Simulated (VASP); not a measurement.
# GaP (hb.eB) (F-43m) in VASP: a series of runs, part 2 of 2

VASP 6.6.1. Earlier steps stand in the parts before.

### Step 3. Single point, PBE

Input file INCAR:

```
PREC = Accurate ; ENCUT = 500
EDIFF = 1E-6 ; ISMEAR = 0
SIGMA = 0.02 ; LREAL = False
LASPH = True ; NELM = 120
ALGO = Normal ; ISIF = 2
LWAVE = False ; LCHARG = False
GGA = PE ; NBANDS = 26
GGA_COMPAT = False
```

Input file KPOINTS:

```
Automatic mesh
0
Gamma
  8 6 8
```

Input file POSCAR:

```
GaP
1.0
    3.8937583128      0.0000000000      0.0000000000
    0.0000000000      5.5066058189      0.0000000000
    0.0000000000      0.0000000000      3.8937583128
Ga P
2 2
Direct
    0.0000000000      0.0000000000      0.0000000000
    0.5000000000      0.5000000000      0.5000000000
    0.5000000000      0.2500000000      0.0000000000
    0.0000000000      0.7500000000      0.5000000000
```

Potentials or basis: VASP PAW PBE potentials, release 64 (Ga_d, P).

Command:

```bash
> cat potpaw_PBE.64/Ga_d/POTCAR potpaw_PBE.64/P/POTCAR > POTCAR
> mpirun -np 1 vasp_std > vasp.out
```

OUTCAR:

```text
PREC = Accurate
   ENCUT = 500
   EDIFF = 1E-6
   ISMEAR = 0
   LREAL = False
   LASPH = True
   NELM = 120
   ISIF = 2
   GGA = PE

 ion  position               nearest neighbor table
   1  0.000  0.000  0.000-   3 2.38   4 2.38   4 2.38   3 2.38
   2  0.500  0.500  0.500-   3 2.38   4 2.38   3 2.38   4 2.38
   3  0.500  0.250  0.000-   1 2.38   2 2.38   2 2.38   1 2.38
   4  0.000  0.750  0.500-   1 2.38   2 2.38   1 2.38   2 2.38

  LATTYP: Found a simple tetragonal cell.
 ALAT       =     3.8937583128
 C/A-ratio  =     1.4142135635

  Lattice vectors:

 A1 = (  -3.8937583128,   0.0000000000,   0.0000000000)
 A2 = (   0.0000000000,   0.0000000000,   3.8937583128)
 A3 = (   0.0000000000,   5.5066058189,   0.0000000000)

Analysis of symmetry for initial positions (statically):
=====================================================================
 Subroutine PRICEL returns following result:

  LATTYP: Found a face centered cubic cell.
 ALAT       =     5.5066058167

  Lattice vectors:

 A1 = (  -1.9468791564,   2.7533029094,   1.9468791564)
 A2 = (   0.0000000000,   0.0000000000,   3.8937583128)
 A3 = (   1.9468791564,   2.7533029095,   1.9468791564)

   2 primitive cells build up your supercell.

 Routine SETGRP: Setting up the symmetry group for a
 simple tetragonal supercell.

 Subroutine GETGRP returns: Found  8 space group operations
 (whereof  8 operations were pure point group operations)
 out of a pool of 16 trial point group operations.

The static configuration has the point symmetry D_2d.

Analysis of symmetry for dynamics (positions and initial velocities):
=====================================================================
 Subroutine PRICEL returns following result:

  LATTYP: Found a face centered cubic cell.
 ALAT       =     5.5066058167

  Lattice vectors:

 A1 = (  -1.9468791564,   2.7533029094,   1.9468791564)
 A2 = (   0.0000000000,   0.0000000000,   3.8937583128)
 A3 = (   1.9468791564,   2.7533029095,   1.9468791564)

   2 primitive cells build up your supercell.

 Routine SETGRP: Setting up the symmetry group for a
 simple tetragonal supercell.

 Subroutine GETGRP returns: Found  8 space group operations
 (whereof  8 operations were pure point group operations)
 out of a pool of 16 trial point group operations.

The dynamic configuration has the point symmetry D_2d.

 Subroutine INISYM returns: Found  8 space group operations
 (whereof  8 operations are pure point group operations),
 and found     2 'primitive' translations

----------------------------------------------------------------------------------------

                                     Primitive cell

  volume of cell :      41.7438

  direct lattice vectors                    reciprocal lattice vectors
    -1.946879156  2.753302909  1.946879156    -0.256821282  0.181600070  0.000000000
     0.000000000  0.000000000  3.893758313     0.000000000 -0.181600070  0.256821282
     1.946879156  2.753302909  1.946879156     0.256821282  0.181600070  0.000000000

[... 26 lines left out ...]

  Length of vectors
     0.032102660  0.030266678  0.032102660

  Shift w.r.t. Gamma in fractional coordinates (k-lattice)
     0.000000000  0.000000000  0.000000000

 Subroutine IBZKPT returns following result:
 ===========================================

 Found     60 irreducible k-points:

 Following reciprocal coordinates:
            Coordinates               Weight
  0.000000  0.000000  0.000000      1.000000
  0.125000  0.000000  0.000000      4.000000
  0.250000  0.000000  0.000000      4.000000
  0.375000  0.000000  0.000000      4.000000
  0.500000  0.000000  0.000000      2.000000
  0.000000  0.166667  0.000000      2.000000
[... 16 lines left out ...]
  0.375000  0.000000  0.125000      8.000000
  0.500000  0.000000  0.125000      4.000000
 [... further k-points ...]
   k-points           NKPTS =     60   k-points in BZ     NKDIM =     60   number of bands    NBANDS=     26
   number of dos      NEDOS =    301   number of ions     NIONS =      4
   total plane-waves  NPLWV =  31360
   dimension x,y,z NGX =    28 NGY =   40 NGZ =   28
   dimension x,y,z NGXF=    56 NGYF=   80 NGZF=   56
   ions per type =               2   2
   NGX,Y,Z   is equivalent  to a cutoff of  11.95, 12.08, 11.95 a.u.
   NGXF,Y,Z  is equivalent  to a cutoff of  23.91, 24.15, 23.91 a.u.
 SYSTEM =  unknown system
   PREC   = accura    normal or accurate (medium, high low for compatibility)
   ISTART =      0    job   : 0-new  1-cont  2-samecut
   ICHARG =      2    charge: 1-file 2-atom 10-const
   ISPIN  =      1    spin polarized calculation?
   LNONCOLLINEAR =      F non collinear calculations
   LSORBIT =      F    spin-orbit coupling
   LASPH  =      T    aspherical Exc in radial PAW
   ENCUT  =  500.0 eV  36.75 Ry    6.06 a.u.   7.10 10.04  7.10*2*pi/ulx,y,z
   NELM   =    120;   NELMIN=  2; NELMDL= -5     # of ELM steps
   EDIFF  = 0.1E-05   stopping-criterion for ELM
   LREAL  =      F    real-space projection
   EDIFFG = 0.1E-04   stopping-criterion for IOM
   NSW    =      0    number of steps for IOM
   IBRION =     -1    ionic relax: 0-MD 1-quasi-New 2-CG
   NFREE  =      0    steps in history (QN), initial steepest desc. (CG)
   ISIF   =      2    stress and relaxation
   ISYM   =      2    0-nonsym 1-usesym 2-fastsym
   POTIM  = 0.5000    time-step for ionic-motion
   TEBEG  =    0.0;   TEEND  =   0.0 temperature during run
   PSTRESS=    0.0 pullay stress
   NELECT =      36.0000    total number of electrons
   NUPDOWN=      -1.0000    fix difference up-down
   EMIN   =  10.00;   EMAX   =-10.00  energy-range for DOS
   EFERMI =   0.00;   METHOD = LEGACY
   ISMEAR =     0;   SIGMA  =   0.02  broadening in eV -4-tet -1-fermi 0-gaus
   EFERMI_NEDOS =   21; number of points for ismear=-14 and -15
   IALGO  =     38    algorithm
   IMIX   =      4    mixing-type and parameters
     AMIX     =   0.40;   BMIX     =  1.00
     AMIX_MAG =   1.60;   BMIX_MAG =  1.00
  volume/ion in A,a.u.               =      20.87       140.85
  Fermi-wavevector in a.u.,A,eV,Ry     =   1.236806  2.337225 20.812692  1.529690
  Thomas-Fermi vector in A             =   2.371400
   LORBIT       =      0    0 simple, 1 ext, 2 COOP (PROOUT), +10 PAW based schemes
   GGA     = PE    functional components
   LHFCALC =     F    Hartree Fock is set to
   AEXX    =    0.0000 exact exchange contribution
   IVDW    =     0    specifies the selected vdW correction
   LEPSILON=     F    determine dielectric tensor
   LRPA    =     F    only Hartree local field effects (RPA)
 non-spin polarized calculation
 Gauss-broadening in eV      SIGMA  =   0.02
  energy-cutoff  :      500.00
  volume of cell :       83.49
 maximum number of plane-waves:      2144
   NGX = 15   NGY = 21   NGZ = 15

 number of electron      35.9999975 magnetization

 Free energy of the ion-electron system (eV)
  ---------------------------------------------------
  ext. energy  EPLUGINS =         0.00000000
  ---------------------------------------------------
  free energy    TOTEN  =       -18.25417373 eV

  energy without entropy =      -18.25417373  energy(sigma->0) =      -18.25417373

 E-fermi :   4.4434     XC(G=0):  -9.6940

 val. band max:        4.3428449836   @ k =   0.0000   0.0000   0.0000
 cond. band min:       5.9163342215   @ k =   0.0000   0.0000   0.0000
 fundamental gap:      1.5734892380
 Fermi energy:         4.4434284161

 k-point     1 :       0.0000    0.0000    0.0000
  band No.  band energies     occupation
      1     -10.2643      2.00000
      2     -10.1585      2.00000
      3     -10.1585      2.00000
      4     -10.1584      2.00000
      5     -10.0997      2.00000
      6     -10.0997      2.00000
[... 685 lines left out ...]
     25      11.8468      0.00000
     26      11.8468      0.00000

 [... further k-points ...]

------------------------ aborting loop because EDIFF is reached ----------------------------------------

  FORCE on cell =-STRESS in cart. coord.  units (eV):
  Direction    XX          YY          ZZ          XY          YZ          ZX
  --------------------------------------------------------------------------------------
  -------------------------------------------------------------------------------------
  Total       -0.0270207     -0.0416155     -0.0270207      0.0000000      0.0000000      0.0000000
  in kB       -0.5185436     -0.7986267     -0.5185436      0.0000000      0.0000000      0.0000000
  external PRESSURE =      -0.6119046 kB  Pullay stress =       0.0000000 kB

 VOLUME and BASIS-vectors are now :
 -----------------------------------------------------------------------------
  energy-cutoff  :      500.00
  volume of cell :       83.49
      direct lattice vectors                 reciprocal lattice vectors
     3.893758313  0.000000000  0.000000000     0.256821282  0.000000000  0.000000000
     0.000000000  5.506605819  0.000000000     0.000000000  0.181600070  0.000000000
     0.000000000  0.000000000  3.893758313     0.000000000  0.000000000  0.256821282

 POSITION                                       TOTAL-FORCE (eV/Angst)
 -----------------------------------------------------------------------------------
      0.00000      0.00000      0.00000         0.000000     -0.000000      0.000000
      1.94688      2.75330      1.94688        -0.000000     -0.000000     -0.000000
      1.94688      1.37665      0.00000         0.000000      0.000000     -0.000000
      0.00000      4.12995      1.94688         0.000000      0.000000     -0.000000
 -----------------------------------------------------------------------------------
    total drift:                                0.000000      0.000003      0.000000

  FREE ENERGIE OF THE ION-ELECTRON SYSTEM (eV)
  ---------------------------------------------------
  free  energy   TOTEN  =       -18.2541737269 eV

  energy  without entropy=      -18.2541737269  energy(sigma->0) =      -18.25417373
```

It took 2.3 min on 1 thread of Intel Xeon 8259CL, shared host; peak memory 0.24 GiB.

What came out:

| Quantity | Value |
| --- | --- |
| Free energy | -18.2542 eV |
| Pressure | -0.1 GPa |
| Band gap on the k mesh | 1.57 eV |

Levels at points of the mesh, in eV from the valence-band top:
| k point | band 14 | band 15 | band 16 | band 17 | band 18 | band 19 | band 20 | band 21 | band 22 | band 23 |
| --- | --- | --- | --- | --- | --- | --- | --- | --- | --- | --- |
| (0.00, 0.00, 0.00) | -2.58 | -2.58 | 0.00 | 0.00 | 0.00 | 1.57 | 1.72 | 1.85 | 3.90 | 3.90 |
| (0.50, 0.00, 0.00) | -5.32 | -3.26 | -3.26 | -1.15 | -1.15 | 3.11 | 3.11 | 5.62 | 5.62 | 5.80 |
| (0.00, 0.50, 0.00) | -3.66 | -1.61 | -1.61 | -1.61 | -1.61 | 2.21 | 2.21 | 3.65 | 3.65 | 6.66 |
| (0.50, 0.50, 0.00) | -6.46 | -1.07 | -1.07 | -1.07 | -1.07 | 1.58 | 1.58 | 4.73 | 4.73 | 4.73 |
| (0.50, 0.00, 0.50) | -6.61 | -2.58 | -2.58 | -2.58 | -2.58 | 1.72 | 1.72 | 1.85 | 1.85 | 10.37 |
| (0.50, 0.50, 0.50) | -6.42 | -3.43 | -3.43 | -3.27 | -3.27 | 4.70 | 4.70 | 4.73 | 4.73 | 6.02 |

### Step 4. Single point, PBE

Input file INCAR:

```
ALGO = Normal
EDIFF = 1E-6
ENCUT = 500
GGA = PE
GGA_COMPAT = False
ISIF = 2
ISMEAR = 0
LASPH = True
LCHARG = True
LELF = True
LREAL = False
LVHAR = True
LWAVE = False
NBANDS = 26
NELM = 120
PREC = Accurate
SIGMA = 0.02
```

Input file KPOINTS:

```
k-points
0
Gamma
  8 6 8
```

Input file POSCAR:

```
GaP
1.0
    3.8937582993      0.0000000000      0.0000000000
    0.0000000000      5.5066058189      0.0000000000
    0.0000000000      0.0000000000      3.8937583263
Ga P
2 2
Direct
    0.0000000000      0.0000000000      0.0000000000
    0.5000000000      0.5000000000      0.4999921000
    0.5000000000      0.2500000000      0.0000000000
    0.0000000000      0.7500000000      0.4999921000
```

Command:

```bash
> cat potpaw_PBE.64/Ga_d/POTCAR potpaw_PBE.64/P/POTCAR > POTCAR
> mpirun -np 1 vasp_std > vasp.out
```

It took 2.2 min on 1 thread of Intel Xeon 8259CL, shared host; peak memory 0.24 GiB.

The run converged. Its results:

* Free energy: -18.2542 eV
* Pressure: -0.1 GPa
* Band gap on the k mesh: 1.57 eV

Levels at points of the mesh, in eV from the valence-band top:
| k point | band 15 | band 16 | band 17 | band 18 | band 19 | band 20 | band 21 | band 22 |
| --- | --- | --- | --- | --- | --- | --- | --- | --- |
| (0.00, 0.00, 0.00) | -2.58 | 0.00 | 0.00 | 0.00 | 1.57 | 1.72 | 1.85 | 3.90 |
| (0.50, 0.00, 0.00) | -3.26 | -3.26 | -1.15 | -1.15 | 3.11 | 3.11 | 5.62 | 5.62 |
| (0.00, 0.50, 0.00) | -1.61 | -1.61 | -1.61 | -1.61 | 2.21 | 2.21 | 3.65 | 3.65 |
| (0.50, 0.50, 0.00) | -1.07 | -1.07 | -1.07 | -1.07 | 1.58 | 1.58 | 4.73 | 4.73 |
| (0.50, 0.00, 0.50) | -2.58 | -2.58 | -2.58 | -2.58 | 1.72 | 1.72 | 1.85 | 1.85 |
| (0.50, 0.50, 0.50) | -3.43 | -3.43 | -3.27 | -3.27 | 4.70 | 4.70 | 4.73 | 4.73 |

A k mesh can miss the band edges.
